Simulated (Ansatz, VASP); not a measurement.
# Two plane-wave programs on Sc

INCAR

```
SYSTEM = Sc
ALGO = Normal
EDIFF = 1E-7
ENCUT = 520
GGA = CA
ISIF = 2
ISMEAR = -1
LASPH = .True.
LCHARG = .False.
LREAL = .False.
LWAVE = .False.
NBANDS = 12
NELM = 100
PREC = Accurate
SIGMA = 0.1
```

KPOINTS

```
k-points
0
Gamma
  20 20 20
  0 0 0
```

File POSCAR:

```
Sc
1.0
    0.0000000000      2.3264339859      2.3264339859
    2.3264339859      0.0000000000      2.3264339859
    2.3264339859      2.3264339859      0.0000000000
Sc
1
Direct
    0.0000000000      0.0000000000      0.0000000000
```

Input for Ansatz:

```yaml
crystal:
  lattice:
    - [0.0, 2.3264339859, 2.3264339859]
    - [2.3264339859, 0.0, 2.3264339859]
    - [2.3264339859, 2.3264339859, 0.0]
  atoms:
    - { symbol: Sc, position: [0.0, 0.0, 0.0] }
hamiltonian:
  xc: lda
  pseudopotentials:
    kind: paw
    azcp:
      Sc: "pseudopotentials/Sc.paw.azcp"
basis:
  ecutwfc: 420
  fft_grid_basis: typed
kpoints:
  mp_grid: { grid: [20, 20, 20], shift: [0, 0, 0] }
magnetization:
  spin_polarized: false
scf:
  occupations: { method: fermi_dirac, width: 0.1 }
output:
  stress: true
```

Alike in both runs: task single point; functional LDA; k mesh 20 × 20 × 20; occupations fermi-dirac, width 0.1 eV; no spin polarisation.

|  | VASP | Ansatz |
| --- | --- | --- |
| version | VASP 6.6.1 | Ansatz 0.2.0 |
| potentials or method | VASP PAW LDA potentials, release 64 (Sc_sv), cutoff 520 eV | plane waves (420 eV) with PAW, scalar-relativistic |
| valence electrons in the cell | 11 | 11 |

|  | VASP | Ansatz | Ansatz less VASP |
| --- | --- | --- | --- |
| pressure (GPa) | -5.4 | -5.5 | -0.04 |

Ansatz warns that its potentials were made for another functional, while VASP's fit it. LDA's correlation is that of Perdew and Zunger in VASP and of Perdew and Wang (1992) in Ansatz.
